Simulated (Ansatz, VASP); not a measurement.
GaCo: VASP beside Ansatz

```
CELL_PARAMETERS angstrom
2.88310 0.00000 0.00000
0.00000 2.88310 0.00000
0.00000 0.00000 2.88310
ATOMIC_POSITIONS crystal
Ga 0.50000 0.50000 0.50000
Co 0.00000 0.00000 0.96532
```

Alike in both runs: task single point; functional PBEsol; k mesh 16 × 16 × 16; occupations gaussian, width 0.15 eV; no spin polarisation.

|  | VASP | Ansatz |
| --- | --- | --- |
| version | VASP 6.6.1 | Ansatz 0.2.0 |
| potentials or method | VASP PAW PBE potentials, release 64 (Ga_d, Co), cutoff 520 eV | scalar-relativistic, plane waves, PAW |
| valence electrons in the cell | 22 | 30 |

```tsv
	VASP	Ansatz	Ansatz less VASP
gap on the k mesh at the Fermi level (eV)	none	none	-
pressure (GPa)	-7.1	-7.3	-0.21
traceless stress, the component that is largest in VASP (GPa)	-0.43	-0.42	+0.005
rms of the force components (eV/Å)	0.327	0.324	-0.0021
```

VASP's potentials were made for PBE, not for PBEsol. Atom by atom the forces differ by 0.002 eV/Å (rms over components). A gap of «none» marks a metal or a gap that the smearing closes. VASP's potentials hold 22 valence electrons a cell and Ansatz's 30, so a difference there can come from the potentials and not from the codes.
